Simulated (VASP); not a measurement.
# CoC3 (Pm-3m) in VASP: further runs

CoC3 is run at these levels: PBE; tasks: relaxation of cell and atoms.

Everything below comes from runs of VASP 6.6.1. Logs are shortened: lines on timing, memory, paths and dates and some standing lists are left out, and cuts for length are marked.

### Step 1. The cell of the first run

The structure is cubic, space group Pm-3m (No. 221). The conventional cell has a = 3.175 Å, b = 3.175 Å, c = 3.175 Å, α = 90.00°, β = 90.00°, γ = 90.00°. Within 3.0 Å of Co (site symmetry m-3m) lie 12 C at 2.24 Å. Within 3.0 Å of C (site symmetry 4/mmm) lie 4 Co at 2.24 Å and 8 C at 2.24 Å.

### Step 2. Relaxation of cell and atoms, PBE, collinear spin, ferromagnetic start

The input, INCAR:

```
SYSTEM = CoC3
PREC = Accurate
ENCUT = 600
EDIFF = 1E-7
ISMEAR = 0
SIGMA = 0.1
LREAL = .False.
LASPH = .True.
NELM = 150
ALGO = Normal
ISIF = 3
LWAVE = .False.
LCHARG = .False.
ISPIN = 2
MAGMOM = 0.15 0 0 0
LORBIT = 11
LMAXMIX = 4
GGA = PE
IBRION = 2
NSW = 90
EDIFFG = -0.04
```

The input, KPOINTS:

```
Automatic mesh
0
Gamma
  6 6 6
  0 0 0
```

The input, POSCAR:

```
CoC3
1.0
    3.1747246029      0.0000000000      0.0000000000
    0.0000000000      3.1747246029      0.0000000000
    0.0000000000      0.0000000000      3.1747246029
Co C
1 3
Direct
    0.0000000000      0.0000000000      0.0000000000
    0.0000000000      0.5000000000      0.5000000000
    0.5000000000      0.0000000000      0.5000000000
    0.5000000000      0.5000000000      0.0000000000
```

Potentials or basis: VASP PAW PBE potentials, release 64 (Co, C).

Started as:

```console
> cat potpaw_PBE.64/Co/POTCAR potpaw_PBE.64/C/POTCAR > POTCAR
> mpirun -np 1 vasp_std > vasp.out
```

OUTCAR:

```text
SYSTEM = CoC3
   PREC = Accurate
   ENCUT = 600
   EDIFF = 1E-7
   ISMEAR = 0
   LREAL = .False.
   LASPH = .True.
   NELM = 150
   ISIF = 3
   ISPIN = 2
   LORBIT = 11
   GGA = PE
   IBRION = 2
   NSW = 90
   EDIFFG = -0.04

 ion  position               nearest neighbor table
   1  0.000  0.000  0.000-   2 2.24   3 2.24   4 2.24   2 2.24   3 2.24   2 2.24   4 2.24   2 2.24
                             3 2.24   4 2.24   3 2.24   4 2.24
   2  0.000  0.500  0.500-   1 2.24   1 2.24   1 2.24   1 2.24
   3  0.500  0.000  0.500-   1 2.24   1 2.24   1 2.24   1 2.24
   4  0.500  0.500  0.000-   1 2.24   1 2.24   1 2.24   1 2.24

  LATTYP: Found a simple cubic cell.
 ALAT       =     3.1747246029

  Lattice vectors:

 A1 = (   3.1747246029,   0.0000000000,   0.0000000000)
 A2 = (   0.0000000000,   3.1747246029,   0.0000000000)
 A3 = (   0.0000000000,   0.0000000000,   3.1747246029)

Analysis of symmetry for initial positions (statically):
=====================================================================
 Subroutine PRICEL returns:
 Original cell was already a primitive cell.

 Routine SETGRP: Setting up the symmetry group for a
 simple cubic supercell.

 Subroutine GETGRP returns: Found 48 space group operations
 (whereof 48 operations were pure point group operations)
 out of a pool of 48 trial point group operations.

The static configuration has the point symmetry O_h .

Analysis of symmetry for dynamics (positions and initial velocities):
=====================================================================
 Subroutine PRICEL returns:
 Original cell was already a primitive cell.

 Routine SETGRP: Setting up the symmetry group for a
 simple cubic supercell.

 Subroutine GETGRP returns: Found 48 space group operations
 (whereof 48 operations were pure point group operations)
 out of a pool of 48 trial point group operations.

The dynamic configuration has the point symmetry O_h .

Analysis of structural, dynamic, and magnetic symmetry:
=====================================================================
 Subroutine PRICEL returns:
 Original cell was already a primitive cell.

 Routine SETGRP: Setting up the symmetry group for a
 simple cubic supercell.

 Subroutine GETGRP returns: Found 48 space group operations
 (whereof 48 operations were pure point group operations)
 out of a pool of 48 trial point group operations.

The overall configuration has the point symmetry O_h .

 Subroutine INISYM returns: Found 48 space group operations
 (whereof 48 operations are pure point group operations),
 and found     1 'primitive' translations

----------------------------------------------------------------------------------------

                                     Primitive cell

  volume of cell :      31.9977

  direct lattice vectors                    reciprocal lattice vectors
     3.174724603  0.000000000  0.000000000     0.314987952  0.000000000  0.000000000
     0.000000000  3.174724603  0.000000000     0.000000000  0.314987952  0.000000000
     0.000000000  0.000000000  3.174724603     0.000000000  0.000000000  0.314987952

  length of vectors
     3.174724603  3.174724603  3.174724603     0.314987952  0.314987952  0.314987952

  position of ions in fractional coordinates (direct lattice)
     0.000000000  0.000000000  0.000000000
     0.000000000  0.500000000  0.500000000
     0.500000000  0.000000000  0.500000000
     0.500000000  0.500000000  0.000000000

  ion indices of the primitive-cell ions
   primitive index   ion index
                 1           1
                 2           2
                 3           3
                 4           4

----------------------------------------------------------------------------------------

 KPOINTS: Automatic mesh

Automatic generation of k-mesh.
 Grid dimensions read from file:
 generate k-points for:    6    6    6

 Generating k-lattice:

  Cartesian coordinates                     Fractional coordinates (reciprocal lattice)
     0.052497992  0.000000000  0.000000000     0.166666667  0.000000000  0.000000000
     0.000000000  0.052497992  0.000000000     0.000000000  0.166666667  0.000000000
     0.000000000  0.000000000  0.052497992     0.000000000  0.000000000  0.166666667

  Length of vectors
     0.052497992  0.052497992  0.052497992

  Shift w.r.t. Gamma in fractional coordinates (k-lattice)
     0.000000000  0.000000000  0.000000000

 Subroutine IBZKPT returns following result:
 ===========================================

 Found     20 irreducible k-points:

 Following reciprocal coordinates:
            Coordinates               Weight
  0.000000  0.000000  0.000000      1.000000
  0.166667  0.000000  0.000000      6.000000
  0.333333  0.000000  0.000000      6.000000
  0.500000  0.000000  0.000000      3.000000
  0.166667  0.166667  0.000000     12.000000
  0.333333  0.166667  0.000000     24.000000
[... 12 lines left out ...]
  0.500000  0.500000  0.333333      6.000000
  0.500000  0.500000  0.500000      1.000000
   k-points           NKPTS =     20   k-points in BZ     NKDIM =     20   number of bands    NBANDS=     14
   number of dos      NEDOS =    301   number of ions     NIONS =      4
   total plane-waves  NPLWV =  21952
   dimension x,y,z NGX =    28 NGY =   28 NGZ =   28
   dimension x,y,z NGXF=    56 NGYF=   56 NGZF=   56
   ions per type =               1   3
   NGX,Y,Z   is equivalent  to a cutoff of  14.66, 14.66, 14.66 a.u.
   NGXF,Y,Z  is equivalent  to a cutoff of  29.32, 29.32, 29.32 a.u.
 SYSTEM =  CoC3
   PREC   = accura    normal or accurate (medium, high low for compatibility)
   ISTART =      0    job   : 0-new  1-cont  2-samecut
   ICHARG =      2    charge: 1-file 2-atom 10-const
   ISPIN  =      2    spin polarized calculation?
   LNONCOLLINEAR =      F non collinear calculations
   LSORBIT =      F    spin-orbit coupling
   LASPH  =      T    aspherical Exc in radial PAW
   ENCUT  =  600.0 eV  44.10 Ry    6.64 a.u.   6.34  6.34  6.34*2*pi/ulx,y,z
   NELM   =    150;   NELMIN=  2; NELMDL= -5     # of ELM steps
   EDIFF  = 0.1E-06   stopping-criterion for ELM
   LREAL  =      F    real-space projection
   EDIFFG = -.4E-01   stopping-criterion for IOM
   NSW    =     90    number of steps for IOM
   IBRION =      2    ionic relax: 0-MD 1-quasi-New 2-CG
   NFREE  =      1    steps in history (QN), initial steepest desc. (CG)
   ISIF   =      3    stress and relaxation
   ISYM   =      2    0-nonsym 1-usesym 2-fastsym
   POTIM  = 0.5000    time-step for ionic-motion
   TEBEG  =    0.0;   TEEND  =   0.0 temperature during run
   PSTRESS=    0.0 pullay stress
   NELECT =      21.0000    total number of electrons
   NUPDOWN=      -1.0000    fix difference up-down
   EMIN   =  10.00;   EMAX   =-10.00  energy-range for DOS
   EFERMI =   0.00;   METHOD = LEGACY
   ISMEAR =     0;   SIGMA  =   0.10  broadening in eV -4-tet -1-fermi 0-gaus
   EFERMI_NEDOS =   21; number of points for ismear=-14 and -15
   IALGO  =     38    algorithm
   IMIX   =      4    mixing-type and parameters
     AMIX     =   0.40;   BMIX     =  1.00
     AMIX_MAG =   1.60;   BMIX_MAG =  1.00
  volume/ion in A,a.u.               =       8.00        53.98
  Fermi-wavevector in a.u.,A,eV,Ry     =   1.422684  2.688483 27.538608  2.024031
  Thomas-Fermi vector in A             =   2.543362
   LORBIT       =     11    0 simple, 1 ext, 2 COOP (PROOUT), +10 PAW based schemes
   GGA     = PE    functional components
   LHFCALC =     F    Hartree Fock is set to
   AEXX    =    0.0000 exact exchange contribution
   IVDW    =     0    specifies the selected vdW correction
   LEPSILON=     F    determine dielectric tensor
   LRPA    =     F    only Hartree local field effects (RPA)
 conjugate gradient relaxation of ions
 spin polarized calculation
 Gauss-broadening in eV      SIGMA  =   0.10
  energy-cutoff  :      600.00
  volume of cell :       32.00
 maximum number of plane-waves:      1081
 NGX is ok and might be reduce to    28
   NGX = 13   NGY = 13   NGZ = 13

--------------------------------------- Ionic step        1  -------------------------------------------

 number of electron      21.0000004 magnetization       0.0288904

 Free energy of the ion-electron system (eV)
  ---------------------------------------------------
  ext. energy  EPLUGINS =         0.00000000
  ---------------------------------------------------
  free energy    TOTEN  =       -22.92673951 eV

  energy without entropy =      -22.91575206  energy(sigma->0) =      -22.92124579

------------------------ aborting loop because EDIFF is reached ----------------------------------------

  FORCE on cell =-STRESS in cart. coord.  units (eV):
  Direction    XX          YY          ZZ          XY          YZ          ZX
  --------------------------------------------------------------------------------------
  -------------------------------------------------------------------------------------
  Total       -2.2491483     -2.2491483     -2.2491483      0.0000000     -0.0000000      0.0000000
  in kB     -112.6186999   -112.6186999   -112.6186999      0.0000000     -0.0000000      0.0000000
  external PRESSURE =    -112.6186999 kB  Pullay stress =       0.0000000 kB
[... 23 lines left out ...]
  energy  without entropy=      -22.9157520641  energy(sigma->0) =      -22.92124579

--------------------------------------- Ionic step        2  -------------------------------------------

 number of electron      20.9999996 magnetization       0.0003070

 E-fermi :  10.1409     XC(G=0): -13.4447

 val. band max:       10.0625829862   @ k =   0.5000   0.5000   0.5000
 cond. band min:      10.1540266225   @ k =   0.5000   0.5000   0.3333
 fundamental gap:      0.0914436363
 Fermi energy:        10.1409274887

 spin component 1

 k-point     1 :       0.0000    0.0000    0.0000
  band No.  band energies     occupation
      1      -7.8991      1.00000
      2       2.7393      1.00000
      3       2.7393      1.00000
      4       4.1947      1.00000
      5       4.1947      1.00000
      6       4.1947      1.00000
      7       8.2530      1.00000
      8       8.2530      1.00000
      9       8.2530      1.00000
     10       9.9824      0.98753
     11       9.9824      0.98753
     12      11.7069      0.00000
     13      11.7069      0.00000
     14      11.7069      0.00000
[... 699 lines left out ...]
  energy  without entropy=      -22.9733931826  energy(sigma->0) =      -22.97684019

--------------------------------------- Ionic step        3  -------------------------------------------

 number of electron      20.9999994 magnetization       0.0000173

 Free energy of the ion-electron system (eV)
  ---------------------------------------------------
  ext. energy  EPLUGINS =         0.00000000
  ---------------------------------------------------
  free energy    TOTEN  =       -22.99407807 eV

  energy without entropy =      -22.98672535  energy(sigma->0) =      -22.99040171

 E-fermi :   9.7302     XC(G=0): -13.3137

 val. band max:        9.6543564221   @ k =   0.5000   0.5000   0.5000
 cond. band min:       9.7431819119   @ k =   0.5000   0.5000   0.3333
 fundamental gap:      0.0888254899
 Fermi energy:         9.7301924097

 spin component 1

 k-point     1 :       0.0000    0.0000    0.0000
  band No.  band energies     occupation
      1      -7.9732      1.00000
      2       2.4401      1.00000
      3       2.4401      1.00000
      4       3.9876      1.00000
      5       3.9876      1.00000
      6       3.9876      1.00000
      7       7.9436      1.00000
      8       7.9436      1.00000
      9       7.9436      1.00000
     10       9.5364      0.99693
     11       9.5364      0.99693
     12      11.3255      0.00000
     13      11.3255      0.00000
     14      11.3255      0.00000
[... 695 lines left out ...]
  FREE ENERGIE OF THE ION-ELECTRON SYSTEM (eV)
  ---------------------------------------------------
  free  energy   TOTEN  =       -22.9940780690 eV

  energy  without entropy=      -22.9867253460  energy(sigma->0) =      -22.99040171

 reached required accuracy - stopping structural energy minimisation

 total charge

# of ion       s       p       d       tot
------------------------------------------
    1        0.381   0.529   7.470   8.380
    2        1.002   1.134   0.000   2.136
    3        1.002   1.134   0.000   2.136
    4        1.002   1.134   0.000   2.136
--------------------------------------------------
tot          3.388   3.930   7.470  14.788

 magnetization (x)

# of ion       s       p       d       tot
------------------------------------------
    1       -0.000  -0.000   0.000   0.000
    2        0.000  -0.000   0.000  -0.000
    3        0.000  -0.000   0.000  -0.000
    4        0.000  -0.000   0.000  -0.000
--------------------------------------------------
tot          0.000  -0.000   0.000   0.000
```

Run time: 74 s. Hardware: 1 thread of Intel Xeon Platinum 8488C (Sapphire Rapids), shared host; peak memory 0.18 GiB.

Results:

| Property | Result |
| --- | --- |
| Free energy | -22.9941 eV |
| Relaxed volume | 7.55 Å³/atom |
| Relaxed cell | a = 3.114 Å, b = 3.114 Å, c = 3.114 Å, α = 90.00°, β = 90.00°, γ = 90.00° |
| Space group after relaxing (to 0.05 Å) | Pm-3m (No. 221) |
| Energy gained by relaxing | 16.8 meV/atom |
| Ionic steps | 3 |
| Pressure after relaxing | 0.0 GPa |
| Net moment | 0.00 μB per cell |
| Valence electrons inside the program's atomic spheres | Co 8.38; C 2.14 |

The path:
| step | energy change (eV) | largest force (eV/Å) | pressure (GPa) | volume (Å³) |
| --- | --- | --- | --- | --- |
| 1 | 0.0000 | 0.0000 | -11.26 | 32.00 |
| 2 | -0.0535 | 0.0000 | 6.06 | 29.46 |
| 3 | -0.0673 | 0.0000 | -0.01 | 30.20 |

Final structure:
```
Co C
1.0
     3.11423    0.00000    0.00000
     0.00000    3.11423    0.00000
     0.00000    0.00000    3.11423
Co C
1 3
Cartesian
  0.0000 0.0000 0.0000
  0.0000 1.5571 1.5571
  1.5571 0.0000 1.5571
  1.5571 1.5571 0.0000
```

Levels at points of the mesh, in eV from the Fermi level:
Spin up:
```
           k point  band 7  band 8  band 9  band 10  band 11  band 12  band 13  band 14
(0.00, 0.00, 0.00)   -1.79   -1.79   -1.79    -0.19    -0.19     1.60     1.60     1.60
(0.50, 0.00, 0.00)   -1.71   -1.60   -1.43    -1.43     0.48     0.48     1.01     1.47
(0.50, 0.50, 0.00)   -1.70   -1.47   -0.94    -0.66     0.51     0.60     0.60     2.75
(0.50, 0.50, 0.50)   -7.10   -1.21   -1.21    -0.08    -0.08    -0.08     3.59     5.63
```
Spin down:
```
           k point  band 7  band 8  band 9  band 10  band 11  band 12  band 13  band 14
(0.00, 0.00, 0.00)   -1.79   -1.79   -1.79    -0.19    -0.19     1.60     1.60     1.60
(0.50, 0.00, 0.00)   -1.71   -1.60   -1.43    -1.43     0.48     0.48     1.01     1.47
(0.50, 0.50, 0.00)   -1.70   -1.47   -0.94    -0.66     0.51     0.60     0.60     2.75
(0.50, 0.50, 0.50)   -7.10   -1.21   -1.21    -0.08    -0.08    -0.08     3.59     5.63
```

[end of part 1 of 2]
